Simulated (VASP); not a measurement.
# BeS4 (Cmmm) in VASP: notebook, part 3 of 3

VASP 6.6.1.

## 5. Single point, PBE

This run uses another cell than the first one, of 27.96 Å³/atom.

INCAR reads:

```
PREC = Accurate
ENCUT = 520
EDIFF = 1E-6
ISMEAR = 0
SIGMA = 0.1
LREAL = F
LASPH = T
NELM = 60
ALGO = Normal
ISIF = 2
LWAVE = F
LCHARG = T
GGA = PE
LELF = T
LVHAR = T
NBANDS = 21
```

KPOINTS reads:

```
Automatic mesh
0
Gamma
  6 6 12
```

POSCAR reads:

```
BeS4
1.0
    3.9154597882     -5.2454317570      0.0000000000
    3.9154597882      5.2454317570      0.0000000000
    0.0000000000      0.0000000000      3.4032599475
Be S
1 4
Direct
    0.0000000000      0.0000000000      0.0000000000
    0.8551236138      0.8551236138      0.5000000000
    0.1448763862      0.1448763862      0.5000000000
    0.5920988906      0.4079011094      0.0000000000
    0.4079011094      0.5920988906      0.0000000000
```

Potentials or basis: VASP PAW PBE potentials, release 64 (Be, S).

The run is started by

```
> cat potpaw_PBE.64/Be/POTCAR potpaw_PBE.64/S/POTCAR > POTCAR
> mpirun -np 1 vasp_std > vasp.out
```

OUTCAR:

```text
PREC = Accurate
   ENCUT = 520
   EDIFF = 1E-6
   ISMEAR = 0
   LREAL = F
   LASPH = T
   NELM = 60
   ISIF = 2
   GGA = PE

 ion  position               nearest neighbor table
   1  0.000  0.000  0.000-   2 2.05   2 2.05   3 2.05   3 2.05
   2  0.855  0.855  0.500-   1 2.05   1 2.05   3 2.27
   3  0.145  0.145  0.500-   1 2.05   1 2.05   2 2.27
   4  0.592  0.408  0.000-   5 1.93
   5  0.408  0.592  0.000-   4 1.93

  LATTYP: Found a base centered orthorhombic cell.
 ALAT       =     7.8309195764
 B/A-ratio  =     1.3396719774
 C/A-ratio  =     0.4345926317

  Lattice vectors:

 A1 = (   3.9154597882,  -5.2454317570,   0.0000000000)
 A2 = (   3.9154597882,   5.2454317570,   0.0000000000)
 A3 = (   0.0000000000,   0.0000000000,   3.4032599475)

Analysis of symmetry for initial positions (statically):
=====================================================================
 Subroutine PRICEL returns:
 Original cell was already a primitive cell.

 Routine SETGRP: Setting up the symmetry group for a
 base centered orthorhombic supercell.

[... 173 lines left out ...]
 E-fermi :   1.2402     XC(G=0):  -7.3760

 val. band max:        1.2362384080   @ k =   0.0000   0.0000   0.4167
 cond. band min:       1.2408287031   @ k =   0.5000  -0.0000   0.2500
 fundamental gap:      0.0045902951
 Fermi energy:         1.2401631133

 k-point     1 :       0.0000    0.0000    0.0000
  band No.  band energies     occupation
      1     -14.4588      2.00000
      2     -13.9033      2.00000
      3     -10.7193      2.00000
      4      -9.1184      2.00000
      5      -3.8064      2.00000
      6      -3.4730      2.00000
[... 565 lines left out ...]
     20       7.5256      0.00000
     21       7.9445      0.00000

 [... further k-points ...]

------------------------ aborting loop because EDIFF is reached ----------------------------------------

  FORCE on cell =-STRESS in cart. coord.  units (eV):
  Direction    XX          YY          ZZ          XY          YZ          ZX
  --------------------------------------------------------------------------------------
  -------------------------------------------------------------------------------------
  Total       -0.1729225     -0.4341143     -0.0612046      0.0000000      0.0000000      0.0000000
  in kB       -1.9818601     -4.9753719     -0.7014644      0.0000000      0.0000000      0.0000000
  external PRESSURE =      -2.5528988 kB  Pullay stress =       0.0000000 kB

 VOLUME and BASIS-vectors are now :
 -----------------------------------------------------------------------------
  energy-cutoff  :      520.00
  volume of cell :      139.79
      direct lattice vectors                 reciprocal lattice vectors
     3.915459788 -5.245431757  0.000000000     0.127698924 -0.095321038  0.000000000
     3.915459788  5.245431757  0.000000000     0.127698924  0.095321038  0.000000000
     0.000000000  0.000000000  3.403259948     0.000000000  0.000000000  0.293835915

 POSITION                                       TOTAL-FORCE (eV/Angst)
 -----------------------------------------------------------------------------------
      0.00000      0.00000      0.00000         0.000000      0.000000      0.000000
      6.69640      0.00000      1.70163         0.075779      0.000000      0.000000
      1.13452      0.00000      1.70163        -0.075779      0.000000      0.000000
      3.91546     -0.96620      0.00000         0.000000      0.215442      0.000000
      3.91546      0.96620      0.00000         0.000000     -0.215442      0.000000
 -----------------------------------------------------------------------------------
    total drift:                               -0.000000     -0.000000      0.000000

  FREE ENERGIE OF THE ION-ELECTRON SYSTEM (eV)
  ---------------------------------------------------
  free  energy   TOTEN  =       -19.3549102604 eV

  energy  without entropy=      -19.3321227111  energy(sigma->0) =      -19.34351649
```

stdout:

```text
POSCAR found type information on POSCAR BeS
 POSCAR found :  2 types and       5 ions
 scaLAPACK will be used
 LDA part: xc-table for (Slater+PW92), standard interpolation
 POSCAR, INCAR and KPOINTS ok, starting setup
 FFT: planning ... GRIDC
 FFT: planning ... GRID_SOFT
 FFT: planning ... GRID
 WAVECAR not read
 entering main loop
```

It took 7.9 min on 1 thread of Intel Xeon 8259CL, shared host; peak memory 0.38 GiB.

Results:

| Item | Value |
| --- | --- |
| Free energy | -19.3549 eV |
| Pressure | -0.3 GPa |
| Largest force | 0.215 eV/Å |
| Band gap on the k mesh | zero (bands 13 and 14 overlap by 0.41 eV) |

Forces in eV/Å, atoms in the order of the input:
```
Be   0.000  0.000  0.000
S    0.076  0.000  0.000
S   -0.076  0.000  0.000
S    0.000  0.215  0.000
S    0.000 -0.215  0.000
```

Stress tensor (GPa, compression positive):
```
-0.20  0.00  0.00
 0.00 -0.50  0.00
 0.00  0.00 -0.07
```

Caveat: semilocal functionals underestimate gaps, and a narrow one can read as zero.

## 6. Relaxation of cell and atoms, PBE

This run uses another cell than the first one, of 27.16 Å³/atom.

INCAR reads:

```
SYSTEM = BeS4
PREC = Accurate
ENCUT = 600
EDIFF = 1E-6
ISMEAR = 0
SIGMA = 0.1
LREAL = .FALSE.
LASPH = .TRUE.
NELM = 60
ALGO = Normal
ISIF = 3
LWAVE = .FALSE.
LCHARG = .FALSE.
GGA = PE
IBRION = 2
NSW = 100
EDIFFG = -0.01
```

KPOINTS reads:

```
regular mesh
0
G
  6 6 12
  0 0 0
```

POSCAR reads:

```
BeS4
1.0
    4.0273358830     -4.9614787859      0.0000000000
    4.0273358830      4.9614787859      0.0000000000
    0.0000000000      0.0000000000      3.3981573288
Be S
1 4
Direct
    0.0000000000      0.0000000000      0.0000000000
    0.8592782976      0.8592782976      0.5000000000
    0.1407217024      0.1407217024      0.5000000000
    0.5971074698      0.4028925302      0.0000000000
    0.4028925302      0.5971074698      0.0000000000
```

Potentials or basis: VASP PAW PBE potentials, release 64 (Be, S).

The run is started by

```
> cat potpaw_PBE.64/Be/POTCAR potpaw_PBE.64/S/POTCAR > POTCAR
> mpirun -np 1 vasp_std > vasp.out
```

Wall time 44 min (1 thread of Intel Xeon 8259CL, shared host); peak memory 0.43 GiB.

Results (log left out):

```
Free energy                           : -19.3556 eV
Relaxed volume                        : 26.77 Å³/atom
Relaxed cell                          : a = 6.363 Å, b = 6.363 Å, c = 3.404 Å, α = 90.00°, β = 90.00°, γ = 103.72°
Space group after relaxing (to 0.1 Å) : Cmmm (No. 65)
Energy gained by relaxing             : 0.7 meV/atom
Ionic steps                           : 15
Pressure after relaxing               : 0.0 GPa
Largest force after relaxing          : 0.007 eV/Å
Band gap on the k mesh                : zero (bands 13 and 14 overlap by 0.45 eV)
```

Forces in eV/Å, atoms in the order of the input:
```
Be   0.000  0.000  0.000
S    0.000  0.000  0.000
S    0.000  0.000  0.000
S    0.000  0.007  0.000
S    0.000 -0.007  0.000
```

Step by step:
```tsv
step	energy change (eV)	largest force (eV/Å)	pressure (GPa)	volume (Å³)
1	0.0000	0.1902	-0.22	135.80
2	0.0027	0.4574	0.42	135.08
3	-0.0010	0.0247	0.00	135.55
4	-0.0013	0.0455	0.02	135.48
5	-0.0013	0.0563	0.02	135.47
6	-0.0016	0.0421	-0.03	135.49
7	-0.0017	0.0194	-0.11	135.53
8	-0.0019	0.0171	-0.10	135.42
9	-0.0025	0.0128	-0.08	135.09
10	-0.0033	0.0138	-0.03	134.43
11	-0.0031	0.0417	0.09	133.08
12	-0.0035	0.0266	0.02	133.86
13	-0.0033	0.1201	-0.05	133.90
14	-0.0036	0.0140	0.00	133.87
15	-0.0036	0.0068	0.02	133.86
```

Final structure:
```
Be S
1.0
     3.92937   -5.00442    0.00000
     3.92937    5.00442    0.00000
     0.00000    0.00000    3.40366
Be S
1 4
Direct
  0.00000 0.00000 0.00000
  0.85616 0.85616 0.50000
  0.14384 0.14384 0.50000
  0.59607 0.40393 0.00000
  0.40393 0.59607 0.00000
```

Levels at points of the mesh, in eV from the Fermi level:
```tsv
k point	band 10	band 11	band 12	band 13	band 14	band 15	band 16	band 17
(0.00, 0.00, 0.00)	-2.15	-2.08	-0.65	0.32	1.11	1.27	2.98	3.88
(0.50, 0.00, 0.00)	-2.23	-1.31	-0.54	-0.40	0.38	1.26	2.60	3.94
(0.50, 0.50, 0.00)	-2.15	-1.61	-0.65	0.17	1.09	1.25	3.08	3.45
(0.00, 0.00, 0.50)	-3.01	-2.87	-1.25	-0.84	-0.13	1.12	1.95	4.82
(0.50, 0.00, 0.50)	-3.38	-3.05	-1.58	-0.37	-0.06	1.81	2.28	4.26
(0.50, 0.50, 0.50)	-3.22	-2.86	-1.11	-0.68	0.12	1.11	1.89	4.69
```

Caveat: semilocal functionals underestimate gaps, and a narrow one can read as zero.

## 7. Overview

| task | cell | k mesh | cutoff (eV) | gap on the mesh (eV) | pressure (GPa) | relaxed volume (Å³/atom) | largest force (eV/Å) |
| --- | --- | --- | --- | --- | --- | --- | --- |
| single point | a = 5.299, b = 5.299, c = 3.282 Å, angles 90.0, 90.0, 92.8°, 5 atoms, atomic positions A | 4 × 4 × 6 | 520 | none | -3.1 | - | 0.63 |
| single point | a = 6.390, b = 6.390, c = 3.398 Å, angles 90.0, 90.0, 78.1°, 5 atoms, atomic positions B | 4 × 4 × 6 | 520 | none | -0.2 | - | 0.21 |
| relaxation of cell and atoms | relaxed from a = 5.299, b = 5.299, c = 3.282 Å, angles 90.0, 90.0, 92.8°, 5 atoms, atomic positions A | 4 × 4 × 6 | 600 | none | 0.0 | 27.27 | 0.02 |
| single point | a = 6.546, b = 6.546, c = 3.403 Å, angles 90.0, 90.0, 106.5°, 5 atoms, atomic positions C | 6 × 6 × 12 | 520 | none | -0.3 | - | 0.22 |
| relaxation of cell and atoms | relaxed from a = 6.390, b = 6.390, c = 3.398 Å, angles 90.0, 90.0, 101.9°, 5 atoms, atomic positions D | 6 × 6 × 12 | 600 | none | 0.0 | 26.77 | 0.01 |

Alike in all rows: level PBE; potentials or basis VASP PAW PBE potentials, release 64 (Be, S); no spin polarisation; smearing gaussian 0.1 eV.

Caveats: semilocal functionals underestimate gaps, and a narrow one can read as zero (at least some runs); the stress differs along the axes, from -6 to -1 GPa (at least some runs); the volume moved by over 15 % at a fixed basis, so the end points are rough (at least some runs).

Total energies depend on the potentials used, so only differences within one code and one set of settings carry meaning.

The gap in the log of VASP goes by the Fermi energy; the results here count the filled bands.